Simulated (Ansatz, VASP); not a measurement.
One calculation of MgH2, two programs

INCAR

```
  PREC = Accurate
  ENCUT = 520
  EDIFF = 1E-6
  ISMEAR = -1
  SIGMA = 0.02
  LREAL = False
  LASPH = True
  NELM = 80
  ALGO = Normal
  ISIF = 2
  LWAVE = False
  LCHARG = True
  GGA = PE
  LELF = True
  LVHAR = True
  NBANDS = 13
```

Contents of KPOINTS:

```
regular mesh
0
Gamma
  6 6 8
```

The input POSCAR:

```
MgH2
1.0
    4.4849452995      0.0000000000      0.0000000000
    0.0000000000      4.4849452995      0.0000000000
    0.0000000000      0.0000000000      2.9964065034
Mg H
2 4
Direct
    0.0000000000      0.0000000000      0.0000000000
    0.5000000000      0.5000000000      0.5000000000
    0.3046827735      0.3046827735      0.0000000000
    0.1953172265      0.8046827735      0.5000000000
    0.6953172265      0.6953172265      0.0000000000
    0.8046827735      0.1953172265      0.5000000000
```

Input for Ansatz:

```yaml
crystal:
  lattice:
    - [4.4849452995, 0.0, 0.0]
    - [0.0, 4.4849452995, 0.0]
    - [0.0, 0.0, 2.9964065034]
  atoms:
    - { symbol: Mg, position: [0.0, 0.0, 0.0] }
    - { symbol: Mg, position: [0.5, 0.5, 0.5] }
    - { symbol: H, position: [0.3046827735, 0.3046827735, 0.0] }
    - { symbol: H, position: [0.1953172265, 0.8046827735, 0.5] }
    - { symbol: H, position: [0.6953172265, 0.6953172265, 0.0] }
    - { symbol: H, position: [0.8046827735, 0.1953172265, 0.5] }
kpoints:
  mp_grid: { grid: [6, 6, 8] }
  band_path:
    path:
      - [[0.0, 0.0, 0.0], [1.484370199601e-51, 0.5, 0.0], [0.5, 0.5, 0.0], [0.0, 0.0, 0.0], [0.0, 0.0, 0.5], [1.484370199601e-51, 0.5, 0.5], [0.5, 0.5, 0.5], [0.0, 0.0, 0.5]]
      - [[1.484370199601e-51, 0.5, 0.0], [1.484370199601e-51, 0.5, 0.5]]
      - [[0.5, 0.5, 0.0], [0.5, 0.5, 0.5]]
    npoints: 10
hamiltonian:
  xc: pbe
scf:
  occupations: { method: fermi_dirac, width: 0.02 }
  n_extra_bands: 5
output:
  forces: true
  stress: true
  eigenvalues: true
```

Alike in both runs: task single point; functional PBE; k mesh 6 × 6 × 8; occupations fermi-dirac, width 0.02 eV; no spin polarisation.

|  | VASP | Ansatz |
| --- | --- | --- |
| version | VASP 6.6.1 | Ansatz 0.2.0 |
| potentials or method | VASP PAW PBE potentials, release 64 (Mg, H) | plane waves, PAW |
| plane-wave cutoff (eV) | 520 | 420 |
| valence electrons in the cell | 8 | 24 |

|  | VASP | Ansatz | Ansatz less VASP |
| --- | --- | --- | --- |
| gap on the k mesh at the Fermi level (eV) | 3.84 | 3.84 | +0.009 |
| pressure (GPa) | 0.7 | 1.0 | +0.29 |
| traceless stress, the component that is largest in VASP (GPa) | 0.12 | 0.17 | +0.050 |
| rms of the force components (eV/Å) | 0.008 | 0.008 | -0.0002 |

Atom by atom the forces differ by 0.000 eV/Å (rms over components). VASP's potentials hold 8 valence electrons a cell and Ansatz's 24, so a difference there can come from the potentials and not from the codes.
